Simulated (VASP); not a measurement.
## TiO2: single point with r2SCAN

The system is TiO2.

```
CELL_PARAMETERS angstrom
-1.88890 1.88890 4.79168
1.88890 -1.88890 4.79168
1.88890 1.88890 -4.79168
ATOMIC_POSITIONS crystal
Ti 0.75000 0.25000 0.50000
Ti 0.00000 0.00000 0.00000
O 0.54271 0.04271 0.50000
O 0.79271 0.79271 0.00000
O 0.20729 0.20729 0.00000
O 0.95729 0.45729 0.50000
```

```
Program             : VASP 6.6.1
Task                : single point
Functional          : r2SCAN
Potentials or basis : VASP PAW PBE potentials, release 64 (Ti_sv, O)
Cutoff              : 520 eV
k mesh              : 8 × 8 × 8
Occupations         : fermi-dirac, width 0.02 eV
Spin                : no spin polarisation
```

The pressure is 1.2 GPa and the largest force is 0.026 eV/Å. The band gap on the k mesh is 2.59 eV (least direct gap 2.90 eV).

Forces in eV/Å, atoms in the order of the input:
```
Ti   0.000  0.000  0.000
Ti   0.000  0.000  0.000
O    0.000  0.000 -0.026
O    0.000  0.000 -0.026
O    0.000  0.000  0.026
O    0.000  0.000  0.026
```

Stress tensor (GPa, compression positive):
```
1.30 0.00 0.00
0.00 1.30 0.00
0.00 0.00 1.09
```

Levels at points of the mesh, in eV from the valence-band top:
```tsv
k point	band 22	band 23	band 24	band 25	band 26	band 27
(0.00, 0.00, 0.00)	-0.76	-0.44	-0.44	2.59	3.31	4.50
(0.50, 0.00, 0.00)	-0.93	-0.84	-0.65	3.71	3.99	4.04
(0.50, 0.50, 0.00)	-2.05	-0.01	-0.01	3.77	3.77	4.24
(0.50, 0.50, 0.50)	-1.26	-0.09	-0.09	2.94	2.94	4.26
```

It took 34 min on 1 thread of Intel Xeon 8259CL (shared host), peak memory 0.34 GiB.

Caveat: the PAW data sets were made with another functional, which shifts forces and pressure a little. A k mesh can miss the band edges.
